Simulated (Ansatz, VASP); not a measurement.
## CoW3 in VASP and in Ansatz

```xyz
4
Lattice="4.0578 0.0000 0.0000 0.0000 4.0578 0.0000 0.0000 0.0000 4.0578" Properties=species:S:1:pos:R:3 pbc="T T T"
Co    0.0000    0.0000    0.0000
W     0.0000    2.0289    2.0289
W     2.0289    0.0000    2.0289
W     2.0289    2.0289    0.0000
```

Alike in both runs: task single point; functional PBE; k mesh 6 × 6 × 6; occupations fermi-dirac, width 0.1 eV; collinear spin.

```csv
,VASP,Ansatz
version,VASP 6.6.1,Ansatz 0.2.0
potentials or method,"VASP PAW PBE potentials, release 64 (Co, W_sv), cutoff 520 eV","plane waves, PAW"
valence electrons in the cell,51,59
```

|  | VASP | Ansatz | Ansatz less VASP |
| --- | --- | --- | --- |
| pressure (GPa) | -24.5 | -24.7 | -0.19 |
| net moment per atom (μB) | 0.25 | 0.26 | +0.007 |
| size of the moment on the site where the two differ most (μB) | 0.96 | 1.01 | +0.045 |

Site moments also hang on the region over which each program counts them. The functional is the same, so the differences come from potentials, cutoffs and numerics. VASP's potentials hold 51 valence electrons a cell and Ansatz's 59, so a difference there can come from the potentials and not from the codes.

Spin-orbit coupling is off throughout.
